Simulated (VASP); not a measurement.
# Si (Cmce) in VASP: further runs

Runs on Si. Level: r2SCAN. Tasks: single point.

All numbers are computed with VASP 6.6.1; they aren't measurements. Logs are shortened: lines on timing, memory, paths and dates and some standing lists are left out, and cuts for length are marked.

### Step 1. The cell of the first run

Symmetry: Cmce, No. 64, orthorhombic system. Conventional cell: a = 8.665 Å, b = 5.137 Å, c = 5.143 Å, α = 90.00°, β = 90.00°, γ = 90.00°. Within 3.7 Å of Si (site symmetry 2) lie 17 Si at 2.57 to 3.63 Å. Si (site symmetry m) has 11 Si at 2.38 to 2.82 Å within 3.1 Å.

### Step 2. Single point, r2SCAN

POSCAR

```
Si
1.0
    4.3323680161     -2.5684443199      0.0000000000
    4.3323680161      2.5684443199      0.0000000000
    0.0000000000      0.0000000000      5.1431319293
Si
8
Direct
    0.7944241465      0.7944241465      0.0000000000
    0.2944241465      0.2944241465      0.5000000000
    0.2055758535      0.2055758535      0.0000000000
    0.7055758535      0.7055758535      0.5000000000
    0.1534011241      0.8465988759      0.6737709322
    0.8465988759      0.1534011241      0.3262290678
    0.3465988759      0.6534011241      0.1737709322
    0.6534011241      0.3465988759      0.8262290678
```

INCAR.step1

```
PREC     = Accurate       # precision mode
ENCUT    = 520            # plane-wave cutoff, eV
ISMEAR   = -1             # smearing method
SIGMA    = 0.05           # smearing width, eV
LREAL    = F              # projectors in reciprocal space
LASPH    = T              # aspherical terms in the spheres
NELM     = 80             # most SCF steps
NBANDS   = 26             # bands
GGA      = PE             # functional
ALGO     = Normal         # electronic algorithm
EDIFF    = 1E-4           # SCF threshold, eV
LWAVE    = T              # write WAVECAR
LCHARG   = F              # write CHGCAR
```

INCAR.step2

```
PREC     = Accurate       # precision mode
ENCUT    = 520            # plane-wave cutoff, eV
EDIFF    = 1E-7           # SCF threshold, eV
ISMEAR   = -1             # smearing method
SIGMA    = 0.05           # smearing width, eV
LREAL    = F              # projectors in reciprocal space
LASPH    = T              # aspherical terms in the spheres
NELM     = 80             # most SCF steps
ALGO     = Normal         # electronic algorithm
ISIF     = 2              # what is computed and relaxed
LWAVE    = F              # write WAVECAR
LCHARG   = F              # write CHGCAR
METAGGA  = R2SCAN         # meta-GGA
LMIXTAU  = T            
NBANDS   = 26             # bands
ISTART   = 1
```

KPOINTS

```
regular mesh
0
Gamma
  6 6 5
```

Potentials or basis: VASP PAW PBE potentials, release 64 (Si).

Run with:

```bash
cat potpaw_PBE.64/Si/POTCAR > POTCAR
cp INCAR.step1 INCAR
mpirun -np 1 vasp_std > vasp.out
cp INCAR.step2 INCAR
mpirun -np 1 vasp_std > vasp.out
```

OUTCAR:

```text
PREC = Accurate
   ENCUT = 520
   EDIFF = 1E-7
   ISMEAR = -1
   LREAL = F
   LASPH = T
   NELM = 80
   ISIF = 2
   METAGGA = R2SCAN
   ISTART = 1

 ion  position               nearest neighbor table
   1  0.794  0.794  0.000-   5 2.57   6 2.57   7 2.67   8 2.67   3 2.68   3 2.68   4 2.68   4 2.68
                             8 2.82   7 2.82
   2  0.294  0.294  0.500-   7 2.57   8 2.57   6 2.67   5 2.67   4 2.68   4 2.68   3 2.68   3 2.68
                             6 2.82   5 2.82
   3  0.206  0.206  0.000-   5 2.57   6 2.57   7 2.67   8 2.67   1 2.68   1 2.68   2 2.68   2 2.68
                             8 2.82   7 2.82
   4  0.706  0.706  0.500-   7 2.57   8 2.57   6 2.67   5 2.67   2 2.68   2 2.68   1 2.68   1 2.68
                             6 2.82   5 2.82
   5  0.153  0.847  0.674-   6 2.38   3 2.57   1 2.57   4 2.67   2 2.67   8 2.69   8 2.69   7 2.76
                             7 2.76   2 2.82   4 2.82
   6  0.847  0.153  0.326-   5 2.38   3 2.57   1 2.57   4 2.67   2 2.67   7 2.69   7 2.69   8 2.76
                             8 2.76   2 2.82   4 2.82
   7  0.347  0.653  0.174-   8 2.38   4 2.57   2 2.57   3 2.67   1 2.67   6 2.69   6 2.69   5 2.76
                             5 2.76   3 2.82   1 2.82
   8  0.653  0.347  0.826-   7 2.38   4 2.57   2 2.57   3 2.67   1 2.67   5 2.69   5 2.69   6 2.76
                             6 2.76   3 2.82   1 2.82

  LATTYP: Found a base centered orthorhombic cell.
 ALAT       =     5.1368886398
 B/A-ratio  =     1.6867673488
 C/A-ratio  =     1.0012153835

  Lattice vectors:

 A1 = (  -4.3323680161,  -2.5684443199,   0.0000000000)
 A2 = (   4.3323680161,  -2.5684443199,   0.0000000000)
 A3 = (   0.0000000000,   0.0000000000,   5.1431319293)

Analysis of symmetry for initial positions (statically):
=====================================================================
 Subroutine PRICEL returns:
 Original cell was already a primitive cell.

 Routine SETGRP: Setting up the symmetry group for a
 base centered orthorhombic supercell.

 Subroutine GETGRP returns: Found  8 space group operations
 (whereof  4 operations were pure point group operations)
 out of a pool of  8 trial point group operations.

The static configuration has the point symmetry C_2h.
 The point group associated with its full space group is D_2h.

Analysis of symmetry for dynamics (positions and initial velocities):
=====================================================================
 Subroutine PRICEL returns:
 Original cell was already a primitive cell.

 Routine SETGRP: Setting up the symmetry group for a
 base centered orthorhombic supercell.

 Subroutine GETGRP returns: Found  8 space group operations
 (whereof  4 operations were pure point group operations)
 out of a pool of  8 trial point group operations.

The dynamic configuration has the point symmetry C_2h.
 The point group associated with its full space group is D_2h.

 Subroutine INISYM returns: Found  8 space group operations
 (whereof  4 operations are pure point group operations),
 and found     1 'primitive' translations

----------------------------------------------------------------------------------------

                                     Primitive cell

  volume of cell :     114.4598

  direct lattice vectors                    reciprocal lattice vectors
     4.332368016 -2.568444320  0.000000000     0.115410325 -0.194670368  0.000000000
     4.332368016  2.568444320  0.000000000     0.115410325  0.194670368  0.000000000
     0.000000000  0.000000000  5.143131929     0.000000000  0.000000000  0.194434056

  length of vectors
     5.036498670  5.036498670  5.143131929     0.226309733  0.226309733  0.194434056

  position of ions in fractional coordinates (direct lattice)
     0.794424146  0.794424146  0.000000000
     0.294424146  0.294424146  0.500000000
     0.205575854  0.205575854  0.000000000
     0.705575854  0.705575854  0.500000000
     0.153401124  0.846598876  0.673770932
     0.846598876  0.153401124  0.326229068
     0.346598876  0.653401124  0.173770932
     0.653401124  0.346598876  0.826229068

  ion indices of the primitive-cell ions
   primitive index   ion index
                 1           1
                 2           2
                 3           3
                 4           4
                 5           5
                 6           6
                 7           7
                 8           8

----------------------------------------------------------------------------------------

 KPOINTS: regular mesh

Automatic generation of k-mesh.
 Grid dimensions read from file:
 generate k-points for:    6    6    5

 Generating k-lattice:

  Cartesian coordinates                     Fractional coordinates (reciprocal lattice)
     0.019235054 -0.032445061  0.000000000     0.166666667  0.000000000  0.000000000
     0.019235054  0.032445061  0.000000000     0.000000000  0.166666667  0.000000000
     0.000000000  0.000000000  0.038886811     0.000000000  0.000000000  0.200000000

  Length of vectors
     0.037718289  0.037718289  0.038886811

  Shift w.r.t. Gamma in fractional coordinates (k-lattice)
     0.000000000  0.000000000  0.000000000

 Subroutine IBZKPT returns following result:
 ===========================================

 Found     39 irreducible k-points:

 Following reciprocal coordinates:
            Coordinates               Weight
  0.000000  0.000000  0.000000      1.000000
  0.166667 -0.000000  0.000000      4.000000
  0.333333 -0.000000  0.000000      4.000000
  0.500000 -0.000000  0.000000      2.000000
  0.166667  0.166667  0.000000      2.000000
  0.333333  0.166667  0.000000      4.000000
[... 16 lines left out ...]
  0.333333  0.333333  0.200000      4.000000
  0.500000  0.333333  0.200000      8.000000
 [... further k-points ...]
   k-points           NKPTS =     39   k-points in BZ     NKDIM =     39   number of bands    NBANDS=     26
   number of dos      NEDOS =    301   number of ions     NIONS =      8
   total plane-waves  NPLWV =  64000
   dimension x,y,z NGX =    40 NGY =   40 NGZ =   40
   dimension x,y,z NGXF=    80 NGYF=   80 NGZF=   80
   ions per type =               8
   NGX,Y,Z   is equivalent  to a cutoff of  13.20, 13.20, 12.93 a.u.
   NGXF,Y,Z  is equivalent  to a cutoff of  26.41, 26.41, 25.86 a.u.
 SYSTEM =  unknown system
   PREC   = accura    normal or accurate (medium, high low for compatibility)
   ISTART =      1    job   : 0-new  1-cont  2-samecut
   ICHARG =      0    charge: 1-file 2-atom 10-const
   ISPIN  =      1    spin polarized calculation?
   LNONCOLLINEAR =      F non collinear calculations
   LSORBIT =      F    spin-orbit coupling
   LASPH  =      T    aspherical Exc in radial PAW
   ENCUT  =  520.0 eV  38.22 Ry    6.18 a.u.   9.36  9.36  9.56*2*pi/ulx,y,z
   NELM   =     80;   NELMIN=  2; NELMDL=  0     # of ELM steps
   EDIFF  = 0.1E-06   stopping-criterion for ELM
   LREAL  =      F    real-space projection
   EDIFFG = 0.1E-05   stopping-criterion for IOM
   NSW    =      0    number of steps for IOM
   IBRION =     -1    ionic relax: 0-MD 1-quasi-New 2-CG
   NFREE  =      0    steps in history (QN), initial steepest desc. (CG)
   ISIF   =      2    stress and relaxation
   ISYM   =      2    0-nonsym 1-usesym 2-fastsym
   POTIM  = 0.5000    time-step for ionic-motion
   TEBEG  =    0.0;   TEEND  =   0.0 temperature during run
   PSTRESS=    0.0 pullay stress
   NELECT =      32.0000    total number of electrons
   NUPDOWN=      -1.0000    fix difference up-down
   EMIN   =  10.00;   EMAX   =-10.00  energy-range for DOS
   EFERMI =   0.00;   METHOD = LEGACY
   ISMEAR =    -1;   SIGMA  =   0.05  broadening in eV -4-tet -1-fermi 0-gaus
   EFERMI_NEDOS =   21; number of points for ismear=-14 and -15
   IALGO  =     38    algorithm
   IMIX   =      4    mixing-type and parameters
     AMIX     =   0.40;   BMIX     =  1.00
     AMIX_MAG =   1.60;   BMIX_MAG =  1.00
  volume/ion in A,a.u.               =      14.31        96.55
  Fermi-wavevector in a.u.,A,eV,Ry     =   1.070468  2.022892 15.590946  1.145902
  Thomas-Fermi vector in A             =   2.206179
   LORBIT       =      0    0 simple, 1 ext, 2 COOP (PROOUT), +10 PAW based schemes
   METAGGA = R2SCAN    functional components
   LHFCALC =     F    Hartree Fock is set to
   AEXX    =    0.0000 exact exchange contribution
   IVDW    =     0    specifies the selected vdW correction
   LEPSILON=     F    determine dielectric tensor
   LRPA    =     F    only Hartree local field effects (RPA)
 non-spin polarized calculation
  energy-cutoff  :      520.00
  volume of cell :      114.46
 maximum number of plane-waves:      3123
 NGX is ok and might be reduce to    40
   NGX = 19   NGY = 19   NGZ = 19

 number of electron      31.9999998 magnetization

 Free energy of the ion-electron system (eV)
  ---------------------------------------------------
  ext. energy  EPLUGINS =         0.00000000
  ---------------------------------------------------
  free energy    TOTEN  =       -65.30685929 eV

  energy without entropy =      -65.28311291  energy(sigma->0) =      -65.29498610

 E-fermi :  10.3119     XC(G=0): -11.9150

 val. band max:       10.2941172973   @ k =  -0.3333   0.1667   0.2000
 cond. band min:      10.3176957384   @ k =  -0.3333   0.3333   0.0000
 fundamental gap:      0.0235784411
 Fermi energy:        10.3119379510

 k-point     1 :       0.0000    0.0000    0.0000
  band No.  band energies     occupation
      1      -5.1517      2.00000
      2       0.3172      2.00000
      3       0.8529      2.00000
      4       1.8948      2.00000
      5       2.4408      2.00000
      6       2.5206      2.00000
[... 18 lines left out ...]
     25      17.1970      0.00000
     26      17.3015      0.00000

 k-point     2 :       0.1667   -0.0000    0.0000
  band No.  band energies     occupation
      1      -4.9346      2.00000
      2       0.1308      2.00000
      3       0.5312      2.00000
      4       1.0601      2.00000
      5       1.6609      2.00000
      6       1.8400      2.00000
[... 630 lines left out ...]
 k-point    24 :       0.5000    0.3333    0.2000
  band No.  band energies     occupation
      1      -3.4306      2.00000
      2      -1.8361      2.00000
      3      -0.8988      2.00000
      4      -0.0084      2.00000
      5       1.5366      2.00000
      6       2.4189      2.00000
[... 18 lines left out ...]
     25      15.0857      0.00000
     26      15.5449      0.00000

 [... further k-points ...]

------------------------ aborting loop because EDIFF is reached ----------------------------------------

  FORCE on cell =-STRESS in cart. coord.  units (eV):
  Direction    XX          YY          ZZ          XY          YZ          ZX
  --------------------------------------------------------------------------------------
  -------------------------------------------------------------------------------------
  Total        0.0334179     -0.0037686     -0.0348183      0.0000000      0.0000000      0.0000000
  in kB        0.4677752     -0.0527521     -0.4873768      0.0000000      0.0000000      0.0000000
  external PRESSURE =      -0.0241179 kB  Pullay stress =       0.0000000 kB

 VOLUME and BASIS-vectors are now :
 -----------------------------------------------------------------------------
  energy-cutoff  :      520.00
  volume of cell :      114.46
      direct lattice vectors                 reciprocal lattice vectors
     4.332368016 -2.568444320  0.000000000     0.115410325 -0.194670368  0.000000000
     4.332368016  2.568444320  0.000000000     0.115410325  0.194670368  0.000000000
     0.000000000  0.000000000  5.143131929     0.000000000  0.000000000  0.194434056

 POSITION                                       TOTAL-FORCE (eV/Angst)
 -----------------------------------------------------------------------------------
      6.88348      0.00000      0.00000         0.005289      0.000000     -0.000000
      2.55111      0.00000      2.57157         0.005289      0.000000     -0.000000
      1.78126      0.00000      0.00000        -0.005289      0.000000      0.000000
      6.11363      0.00000      2.57157        -0.005289      0.000000      0.000000
      4.33237      1.78044      3.46529        -0.000000      0.017314     -0.000950
      4.33237     -1.78044      1.67784        -0.000000     -0.017314      0.000950
      4.33237      0.78800      0.89373        -0.000000     -0.017314     -0.000950
      4.33237     -0.78800      4.24941        -0.000000      0.017314      0.000950
 -----------------------------------------------------------------------------------
    total drift:                                0.000000     -0.000000      0.000000

  FREE ENERGIE OF THE ION-ELECTRON SYSTEM (eV)
  ---------------------------------------------------
  free  energy   TOTEN  =       -65.3068592886 eV

  energy  without entropy=      -65.2831129097  energy(sigma->0) =      -65.29498610
```

It took 8.7 min on 1 thread of Intel Xeon Platinum 8259CL at 2.50GHz (Skylake/Cascade Lake), shared host; peak memory 0.29 GiB.

What came out:

| Property | Result |
| --- | --- |
| Free energy | -65.3069 eV |
| Pressure | 0.0 GPa |
| Largest force | 0.017 eV/Å |
| Band gap on the k mesh | zero (bands 16 and 17 overlap by 3.44 eV) |

Forces on the atoms (eV/Å):
```
Si   0.005  0.000  0.000
Si   0.005  0.000  0.000
Si  -0.005  0.000  0.000
Si  -0.005  0.000  0.000
Si   0.000  0.017 -0.001
Si   0.000 -0.017  0.001
Si   0.000 -0.017 -0.001
Si   0.000  0.017  0.001
```

Caveat: the PAW data sets were made with another functional, which shifts forces and pressure a little.

### Step 3. Single point, r2SCAN

This run uses another cell than the first one, of 14.61 Å³/atom.

POSCAR

```
Si
1.0
    4.3752220000     -2.5773440000      0.0000000000
    4.3752220000      2.5773440000      0.0000000000
    0.0000000000      0.0000000000      5.1830670000
Si
8
Direct
    0.7942850000      0.7942850000      0.0000000000
    0.2942850000      0.2942850000      0.5000000000
    0.2057150000      0.2057150000      0.0000000000
    0.7057150000      0.7057150000      0.5000000000
    0.1556200000      0.8443800000      0.6741300000
    0.8443800000      0.1556200000      0.3258700000
    0.3443800000      0.6556200000      0.1741300000
    0.6556200000      0.3443800000      0.8258700000
```

INCAR.step1

```
SYSTEM = Si
PREC = Accurate
ENCUT = 520
ISMEAR = -1
SIGMA = 0.05
LREAL = .False.
LASPH = .True.
NELM = 80
NBANDS = 26
GGA = PE
ALGO = Normal
EDIFF = 1E-4
LWAVE = .True.
LCHARG = .False.
```

INCAR.step2

```
SYSTEM = Si
PREC = Accurate
ENCUT = 520
EDIFF = 1E-6
ISMEAR = -1
SIGMA = 0.05
LREAL = .False.
LASPH = .True.
NELM = 80
ALGO = Normal
ISIF = 2
LWAVE = .False.
LCHARG = .True.
METAGGA = R2SCAN
LMIXTAU = .True.
LELF = .True.
LVHAR = .True.
NBANDS = 26
ISTART = 1
```

KPOINTS

```
Automatic mesh
0
Gamma
  6 6 5
  0 0 0
```

Potentials or basis: VASP PAW PBE potentials, release 64 (Si).

Run with:

```bash
cat potpaw_PBE.64/Si/POTCAR > POTCAR
cp INCAR.step1 INCAR
mpirun -np 1 vasp_std > vasp.out
cp INCAR.step2 INCAR
mpirun -np 1 vasp_std > vasp.out
```

Run time: 7.4 min. Hardware: 1 thread of Intel Xeon Platinum 8259CL at 2.50GHz (Skylake/Cascade Lake), shared host; peak memory 0.28 GiB.

It converged, with:

```yaml
Free_energy: -65.2859 eV
Pressure: -2.1 GPa
Largest_force: 0.145 eV/Å
Band_gap_on_the_k_mesh: zero (bands 16 and 17 overlap by 3.52 eV)
```

Forces on the atoms (eV/Å):
```
Si   0.061  0.000  0.000
Si   0.061  0.000  0.000
Si  -0.061  0.000  0.000
Si  -0.061  0.000  0.000
Si   0.000  0.129 -0.066
Si   0.000 -0.129  0.066
Si   0.000 -0.129 -0.066
Si   0.000  0.129  0.066
```

Stress tensor (GPa, compression positive):
```
-2.40  0.00  0.00
 0.00 -1.88  0.00
 0.00  0.00 -2.10
```

Levels at points of the mesh, in eV from the Fermi level:
```csv
k point,band 12,band 13,band 14,band 15,band 16,band 17,band 18,band 19,band 20,band 21
"(0.00, 0.00, 0.00)",-2.67,-2.56,-2.56,-2.51,-2.09,-1.69,-1.69,-1.39,-1.39,0.84
"(0.50, 0.00, 0.00)",-3.43,-2.17,-2.17,-1.71,-1.71,1.46,1.46,2.96,2.96,3.07
"(0.50, 0.50, 0.00)",-3.06,-2.23,-2.03,-1.42,-1.40,1.15,2.33,2.65,2.66,3.26
```

Caveat: the PAW data sets were made with another functional, which shifts forces and pressure a little.

The gap in the log of VASP goes by the Fermi energy; the results here count the filled bands.